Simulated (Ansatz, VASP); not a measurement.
**One calculation of ZnS, two programs**

```
Zn S
1.0
     3.58755    0.00000    0.00000
    -1.79378    3.10691    0.00000
     0.00000    0.00000    5.85424
Zn S
2 2
Cartesian
  0.0000 0.0000 0.0000
  0.0000 0.0000 2.9271
  0.0000 2.0713 1.4636
  1.7938 1.0356 4.3907
```

Alike in both runs: task single point; functional PBE; k mesh 6 × 6 × 4; no spin polarisation.

|  | VASP | Ansatz |
| --- | --- | --- |
| version | VASP 6.6.1 | Ansatz 0.2.0 |
| potentials or method | VASP PAW PBE potentials, release 64 (Zn, S) | plane waves, PAW |
| plane-wave cutoff (eV) | 520 | 420 |
| occupations | gaussian, width 0.01 eV | fixed |
| valence electrons in the cell | 36 | 36 |

|  | VASP | Ansatz | Ansatz less VASP |
| --- | --- | --- | --- |
| gap on the k mesh at the Fermi level (eV) | 0.39 | 0.39 | +0.006 |
| pressure (GPa) | 3.0 | 2.9 | -0.15 |
